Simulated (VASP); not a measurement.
# C (P6_3/mmc) in VASP: a series of runs

The runs below take C through single point, relaxation of the atoms, with PBE.

All numbers are computed with VASP 6.6.1; they aren't measurements. Logs are shortened: lines on timing, memory, paths and dates and some standing lists are left out, and cuts for length are marked.

## 1. The cell of the first run

It takes space group P6_3/mmc (No. 194, hexagonal). The conventional cell has a = 2.511 Å, b = 2.511 Å, c = 4.243 Å, α = 90.00°, β = 90.00°, γ = 120.00°. C (site symmetry 3m) has 4 C at 1.54 to 1.59 Å within 2.1 Å.

## 2. Single point, PBE

File INCAR:

```
PREC = Accurate
ENCUT = 520
EDIFF = 1E-6
ISMEAR = 0
SIGMA = 0.01
LREAL = F
LASPH = T
NELM = 60
ALGO = Normal
ISIF = 2
LWAVE = F
LCHARG = F
GGA = PE
NBANDS = 16
```

File KPOINTS:

```
regular mesh
0
Gamma
  9 9 6
```

File POSCAR:

```
C
1.0
    2.5112152754      0.0000000000      0.0000000000
   -1.2556076377      2.1747762229      0.0000000000
    0.0000000000      0.0000000000      4.2430102239
C
4
Direct
    0.3333333333      0.6666666667     -0.0003907681
    0.6666666667      0.3333333333      0.4996092319
    0.3333333333      0.6666666667      0.3743907681
    0.6666666667      0.3333333333      0.8743907681
```

Potentials or basis: VASP PAW PBE potentials, release 64 (C).

On the command line:

```console
cat potpaw_PBE.64/C/POTCAR > POTCAR
mpirun -np 1 vasp_std > vasp.out
```

OUTCAR:

```text
PREC = Accurate
   ENCUT = 520
   EDIFF = 1E-6
   ISMEAR = 0
   LREAL = F
   LASPH = T
   NELM = 60
   ISIF = 2
   GGA = PE

 ion  position               nearest neighbor table
   1  0.333  0.667  1.000-   4 1.54   4 1.54   4 1.54   3 1.59
   2  0.667  0.333  0.500-   3 1.54   3 1.54   3 1.54   4 1.59
   3  0.333  0.667  0.374-   2 1.54   2 1.54   2 1.54   1 1.59
   4  0.667  0.333  0.874-   1 1.54   1 1.54   1 1.54   2 1.59

  LATTYP: Found a hexagonal cell.
 ALAT       =     2.5112152754
 C/A-ratio  =     1.6896242490

  Lattice vectors:

 A1 = (   2.5112152754,   0.0000000000,   0.0000000000)
 A2 = (  -1.2556076377,   2.1747762229,   0.0000000000)
 A3 = (   0.0000000000,   0.0000000000,   4.2430102239)

Analysis of symmetry for initial positions (statically):
=====================================================================
 Subroutine PRICEL returns:
 Original cell was already a primitive cell.

 Routine SETGRP: Setting up the symmetry group for a
 hexagonal supercell.

 Subroutine GETGRP returns: Found 24 space group operations
 (whereof  6 operations were pure point group operations)
 out of a pool of 24 trial point group operations.

The static configuration has the point symmetry C_3v.
 The point group associated with its full space group is D_6h.

Analysis of symmetry for dynamics (positions and initial velocities):
=====================================================================
 Subroutine PRICEL returns:
 Original cell was already a primitive cell.

 Routine SETGRP: Setting up the symmetry group for a
 hexagonal supercell.

 Subroutine GETGRP returns: Found 24 space group operations
 (whereof  6 operations were pure point group operations)
 out of a pool of 24 trial point group operations.

The dynamic configuration has the point symmetry C_3v.
 The point group associated with its full space group is D_6h.

 Subroutine INISYM returns: Found 24 space group operations
 (whereof  6 operations are pure point group operations),
 and found     1 'primitive' translations

----------------------------------------------------------------------------------------

                                     Primitive cell

  volume of cell :      23.1725

  direct lattice vectors                    reciprocal lattice vectors
     2.511215275  0.000000000  0.000000000     0.398213570  0.229908712  0.000000000
    -1.255607638  2.174776223  0.000000000     0.000000000  0.459817424  0.000000000
     0.000000000  0.000000000  4.243010224     0.000000000  0.000000000  0.235681732

  length of vectors
     2.511215275  2.511215275  4.243010224     0.459817424  0.459817424  0.235681732

  position of ions in fractional coordinates (direct lattice)
     0.333333333  0.666666667  0.999609232
     0.666666667  0.333333333  0.499609232
     0.333333333  0.666666667  0.374390768
     0.666666667  0.333333333  0.874390768

  ion indices of the primitive-cell ions
   primitive index   ion index
                 1           1
                 2           2
                 3           3
                 4           4

----------------------------------------------------------------------------------------

 KPOINTS: regular mesh

Automatic generation of k-mesh.
 Grid dimensions read from file:
 generate k-points for:    9    9    6

 Generating k-lattice:

  Cartesian coordinates                     Fractional coordinates (reciprocal lattice)
     0.044245952  0.025545412  0.000000000     0.111111111  0.000000000  0.000000000
     0.000000000  0.051090825  0.000000000     0.000000000  0.111111111  0.000000000
     0.000000000  0.000000000  0.039280289     0.000000000  0.000000000  0.166666667

  Length of vectors
     0.051090825  0.051090825  0.039280289

  Shift w.r.t. Gamma in fractional coordinates (k-lattice)
     0.000000000  0.000000000  0.000000000

 Subroutine IBZKPT returns following result:
 ===========================================

 Found     48 irreducible k-points:

 Following reciprocal coordinates:
            Coordinates               Weight
  0.000000  0.000000  0.000000      1.000000
  0.111111  0.000000  0.000000      6.000000
  0.222222  0.000000  0.000000      6.000000
  0.333333  0.000000  0.000000      6.000000
  0.444444  0.000000  0.000000      6.000000
  0.111111  0.111111  0.000000      6.000000
[... 16 lines left out ...]
  0.333333  0.222222  0.166667     24.000000
  0.333333  0.333333  0.166667      4.000000
 [... further k-points ...]
   k-points           NKPTS =     48   k-points in BZ     NKDIM =     48   number of bands    NBANDS=     16
   number of dos      NEDOS =    301   number of ions     NIONS =      4
   total plane-waves  NPLWV =  12800
   dimension x,y,z NGX =    20 NGY =   20 NGZ =   32
   dimension x,y,z NGXF=    40 NGYF=   40 NGZF=   64
   ions per type =               4
   NGX,Y,Z   is equivalent  to a cutoff of  13.24, 13.24, 12.54 a.u.
   NGXF,Y,Z  is equivalent  to a cutoff of  26.48, 26.48, 25.08 a.u.
 SYSTEM =  unknown system
   PREC   = accura    normal or accurate (medium, high low for compatibility)
   ISTART =      0    job   : 0-new  1-cont  2-samecut
   ICHARG =      2    charge: 1-file 2-atom 10-const
   ISPIN  =      1    spin polarized calculation?
   LNONCOLLINEAR =      F non collinear calculations
   LSORBIT =      F    spin-orbit coupling
   LASPH  =      T    aspherical Exc in radial PAW
   ENCUT  =  520.0 eV  38.22 Ry    6.18 a.u.   4.67  4.67  7.89*2*pi/ulx,y,z
   NELM   =     60;   NELMIN=  2; NELMDL= -5     # of ELM steps
   EDIFF  = 0.1E-05   stopping-criterion for ELM
   LREAL  =      F    real-space projection
   EDIFFG = 0.1E-04   stopping-criterion for IOM
   NSW    =      0    number of steps for IOM
   IBRION =     -1    ionic relax: 0-MD 1-quasi-New 2-CG
   NFREE  =      0    steps in history (QN), initial steepest desc. (CG)
   ISIF   =      2    stress and relaxation
   ISYM   =      2    0-nonsym 1-usesym 2-fastsym
   POTIM  = 0.5000    time-step for ionic-motion
   TEBEG  =    0.0;   TEEND  =   0.0 temperature during run
   PSTRESS=    0.0 pullay stress
   NELECT =      16.0000    total number of electrons
   NUPDOWN=      -1.0000    fix difference up-down
   EMIN   =  10.00;   EMAX   =-10.00  energy-range for DOS
   EFERMI =   0.00;   METHOD = LEGACY
   ISMEAR =     0;   SIGMA  =   0.01  broadening in eV -4-tet -1-fermi 0-gaus
   EFERMI_NEDOS =   21; number of points for ismear=-14 and -15
   IALGO  =     38    algorithm
   IMIX   =      4    mixing-type and parameters
     AMIX     =   0.40;   BMIX     =  1.00
     AMIX_MAG =   1.60;   BMIX_MAG =  1.00
  volume/ion in A,a.u.               =       5.79        39.09
  Fermi-wavevector in a.u.,A,eV,Ry     =   1.446963  2.734363 28.486527  2.093701
  Thomas-Fermi vector in A             =   2.564971
   LORBIT       =      0    0 simple, 1 ext, 2 COOP (PROOUT), +10 PAW based schemes
   GGA     = PE    functional components
   LHFCALC =     F    Hartree Fock is set to
   AEXX    =    0.0000 exact exchange contribution
   IVDW    =     0    specifies the selected vdW correction
   LEPSILON=     F    determine dielectric tensor
   LRPA    =     F    only Hartree local field effects (RPA)
 non-spin polarized calculation
 Gauss-broadening in eV      SIGMA  =   0.01
  energy-cutoff  :      520.00
  volume of cell :       23.17
 maximum number of plane-waves:       640
 NGX is ok and might be reduce to    20
   NGX =  9   NGY =  9   NGZ = 15

 number of electron      16.0000001 magnetization

 Free energy of the ion-electron system (eV)
  ---------------------------------------------------
  ext. energy  EPLUGINS =         0.00000000
  ---------------------------------------------------
  free energy    TOTEN  =       -36.25448481 eV

  energy without entropy =      -36.25448481  energy(sigma->0) =      -36.25448481

 E-fermi :   9.7905     XC(G=0): -13.1414

 val. band max:        9.6799816475   @ k =   0.0000   0.0000   0.0000
 cond. band min:      13.0792363182   @ k =   0.3333   0.3333   0.0000
 fundamental gap:      3.3992546706
 Fermi energy:         9.7905390114

 k-point     1 :       0.0000    0.0000    0.0000
  band No.  band energies     occupation
      1     -11.7941      2.00000
      2      -6.5499      2.00000
      3      -3.7105      2.00000
      4       6.8252      2.00000
      5       6.8252      2.00000
      6       9.2487      2.00000
[... 8 lines left out ...]
     15      23.3331      0.00000
     16      26.7685      0.00000

 k-point     2 :       0.1111    0.0000    0.0000
  band No.  band energies     occupation
      1     -11.4884      2.00000
      2      -6.2732      2.00000
      3      -3.4260      2.00000
      4       5.3868      2.00000
      5       6.2347      2.00000
      6       8.4489      2.00000
[... 8 lines left out ...]
     15      23.7404      0.00000
     16      26.3736      0.00000

 k-point     3 :       0.2222    0.0000    0.0000
  band No.  band energies     occupation
      1     -10.5782      2.00000
      2      -5.4484      2.00000
      3      -2.6156      2.00000
      4       2.4031      2.00000
      5       5.0820      2.00000
      6       5.8604      2.00000
[... 8 lines left out ...]
     15      24.3586      0.00000
     16      24.7057      0.00000

 k-point     4 :       0.3333    0.0000    0.0000
  band No.  band energies     occupation
      1      -9.0924      2.00000
      2      -4.0969      2.00000
      3      -1.8438      2.00000
      4      -0.3089      2.00000
      5       3.0039      2.00000
      6       4.0862      2.00000
[... 8 lines left out ...]
     15      24.3562      0.00000
     16      26.0959      0.00000

 k-point     5 :       0.4444    0.0000    0.0000
  band No.  band energies     occupation
      1      -7.1790      2.00000
      2      -4.0211      2.00000
      3      -2.3230      2.00000
      4       0.4024      2.00000
      5       0.4220      2.00000
      6       3.5410      2.00000
[... 8 lines left out ...]
     15      25.7407      0.00000
     16      27.6216      0.00000

 k-point     6 :       0.1111    0.1111    0.0000
  band No.  band energies     occupation
      1     -10.8804      2.00000
      2      -5.7225      2.00000
      3      -2.8760      2.00000
      4       3.5362      2.00000
      5       4.9470      2.00000
      6       6.8180      2.00000
[... 8 lines left out ...]
     15      24.5923      0.00000
     16      25.1957      0.00000

 k-point     7 :       0.2222    0.1111    0.0000
  band No.  band energies     occupation
      1      -9.6803      2.00000
      2      -4.6332      2.00000
      3      -1.9263      2.00000
      4       0.8800      2.00000
      5       3.4613      2.00000
      6       4.4000      2.00000
[... 8 lines left out ...]
     15      24.3312      0.00000
     16      24.6284      0.00000

 k-point     8 :       0.3333    0.1111    0.0000
  band No.  band energies     occupation
      1      -7.9468      2.00000
      2      -3.0494      2.00000
      3      -2.6605      2.00000
      4       0.0434      2.00000
      5       1.7557      2.00000
      6       2.5947      2.00000
[... 8 lines left out ...]
     15      25.0082      0.00000
     16      26.4217      0.00000

 k-point     9 :       0.4444    0.1111    0.0000
  band No.  band energies     occupation
      1      -6.3489      2.00000
      2      -4.5887      2.00000
      3      -1.5145      2.00000
      4      -0.1694      2.00000
      5       0.8249      2.00000
      6       2.4303      2.00000
[... 8 lines left out ...]
     15      25.8648      0.00000
     16      27.8668      0.00000
[... 172 lines left out ...]
 k-point    19 :       0.2222    0.1111    0.1667
  band No.  band energies     occupation
      1      -9.5031      2.00000
      2      -5.5539      2.00000
      3      -0.8399      2.00000
      4       1.1328      2.00000
      5       3.5630      2.00000
      6       3.9329      2.00000
[... 8 lines left out ...]
     15      23.2471      0.00000
     16      25.3665      0.00000

 k-point    20 :       0.3333    0.1111    0.1667
  band No.  band energies     occupation
      1      -7.7738      2.00000
      2      -3.9735      2.00000
      3      -2.3400      2.00000
      4       0.8356      2.00000
      5       1.3397      2.00000
      6       2.7790      2.00000
[... 8 lines left out ...]
     15      24.4877      0.00000
     16      26.6975      0.00000

 k-point    21 :       0.4444    0.1111    0.1667
  band No.  band energies     occupation
      1      -6.1839      2.00000
      2      -4.4355      2.00000
      3      -2.3614      2.00000
      4      -0.7703      2.00000
      5       1.7434      2.00000
      6       2.7080      2.00000
[... 8 lines left out ...]
     15      25.1971      0.00000
     16      27.3451      0.00000

 k-point    22 :       0.2222    0.2222    0.1667
  band No.  band energies     occupation
      1      -8.0472      2.00000
      2      -4.2084      2.00000
      3      -1.3320      2.00000
      4       1.1038      2.00000
      5       1.3663      2.00000
      6       2.2649      2.00000
[... 8 lines left out ...]
     15      23.1101      0.00000
     16      25.7301      0.00000

 k-point    23 :       0.3333    0.2222    0.1667
  band No.  band energies     occupation
      1      -6.1797      2.00000
      2      -3.5066      2.00000
      3      -2.2902      2.00000
      4       0.0913      2.00000
      5       0.3725      2.00000
      6       2.3450      2.00000
[... 8 lines left out ...]
     15      24.5928      0.00000
     16      25.9044      0.00000

 k-point    24 :       0.3333    0.3333    0.1667
  band No.  band energies     occupation
      1      -4.5212      2.00000
      2      -4.5212      2.00000
      3      -0.9754      2.00000
      4      -0.7790      2.00000
      5      -0.7790      2.00000
      6       2.2796      2.00000
[... 8 lines left out ...]
     15      25.0256      0.00000
     16      25.0256      0.00000

 [... further k-points ...]
[... 5 lines left out ...]
  --------------------------------------------------------------------------------------
  -------------------------------------------------------------------------------------
  Total        0.0953348      0.0953348     -2.5665591      0.0000000      0.0000000      0.0000000
  in kB        6.5915781      6.5915781   -177.4554147      0.0000000      0.0000000      0.0000000
  external PRESSURE =     -54.7574195 kB  Pullay stress =       0.0000000 kB

 VOLUME and BASIS-vectors are now :
 -----------------------------------------------------------------------------
  energy-cutoff  :      520.00
  volume of cell :       23.17
      direct lattice vectors                 reciprocal lattice vectors
     2.511215275  0.000000000  0.000000000     0.398213570  0.229908712  0.000000000
    -1.255607638  2.174776223  0.000000000     0.000000000  0.459817424  0.000000000
     0.000000000  0.000000000  4.243010224     0.000000000  0.000000000  0.235681732

 POSITION                                       TOTAL-FORCE (eV/Angst)
 -----------------------------------------------------------------------------------
     -0.00000      1.44985      4.24135         0.000000     -0.000000      0.010308
      1.25561      0.72493      2.11985        -0.000000      0.000000      0.010308
     -0.00000      1.44985      1.58854         0.000000     -0.000000     -0.010308
      1.25561      0.72493      3.71005        -0.000000      0.000000     -0.010308
 -----------------------------------------------------------------------------------
    total drift:                               -0.000000     -0.000000      0.000006

  FREE ENERGIE OF THE ION-ELECTRON SYSTEM (eV)
  ---------------------------------------------------
  free  energy   TOTEN  =       -36.2544848060 eV

  energy  without entropy=      -36.2544848060  energy(sigma->0) =      -36.25448481
```

It took 10 s on 1 thread of Intel Xeon Platinum 8488C (Sapphire Rapids), shared host; peak memory 0.13 GiB.

What came out:

* Free energy: -36.2545 eV
* Pressure: -5.5 GPa
* Largest force: 0.010 eV/Å
* Band gap on the k mesh: 3.40 eV, indirect (least direct gap 4.88 eV)

Forces on the atoms (eV/Å):
```
C    0.000  0.000  0.010
C    0.000  0.000  0.010
C    0.000  0.000 -0.010
C    0.000  0.000 -0.010
```

Levels at points of the mesh, in eV from the valence-band top:
```tsv
k point	band 4	band 5	band 6	band 7	band 8	band 9	band 10	band 11	band 12	band 13
(0.00, 0.00, 0.00)	-2.85	-2.85	-0.43	0.00	0.00	4.88	5.14	5.14	8.27	9.42
(0.00, 0.00, 0.50)	-7.05	-1.70	-1.70	-1.70	-1.70	7.28	7.28	7.28	7.28	7.70
```

[end of part 1 of 2]
